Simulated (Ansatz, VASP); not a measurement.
**ZnS in VASP and in Ansatz**

```
Zn S
1.0
     3.80672    0.00000    0.00000
    -1.90336    3.29672    0.00000
     0.00000    0.00000    6.15205
Zn S
2 2
Direct
  0.33333 0.66667 0.00539
  0.66667 0.33333 0.50539
  0.33333 0.66667 0.37961
  0.66667 0.33333 0.87961
```

Change from the starting cell: strain -0.0150 x Voigt [0, 0, 1, 0, 0, 0], atoms carried along.

Alike in both runs: task single point; functional r2SCAN; k mesh 6 × 6 × 4; occupations gaussian, width 0.05 eV; no spin polarisation.

```csv
,VASP,Ansatz
version,VASP 6.6.1,Ansatz 0.2.0
potentials or method,"VASP PAW PBE potentials, release 64 (Zn, S), cutoff 520 eV","scalar-relativistic, plane waves, PAW"
valence electrons in the cell,36,36
```

|  | VASP | Ansatz | Ansatz less VASP |
| --- | --- | --- | --- |
| gap on the k mesh at the Fermi level (eV) | 2.89 | 2.88 | -0.011 |
| least direct gap on the mesh (eV) | 2.89 | 2.88 | -0.011 |
| pressure (GPa) | 1.3 | 1.2 | -0.07 |
| traceless stress, the component that is largest in VASP (GPa) | 1.60 | 1.62 | +0.018 |
| rms of the force components (eV/Å) | 0.070 | 0.064 | -0.0061 |

VASP's potentials were made for PBE, not for r2SCAN. Atom by atom the forces differ by 0.006 eV/Å (rms over components).
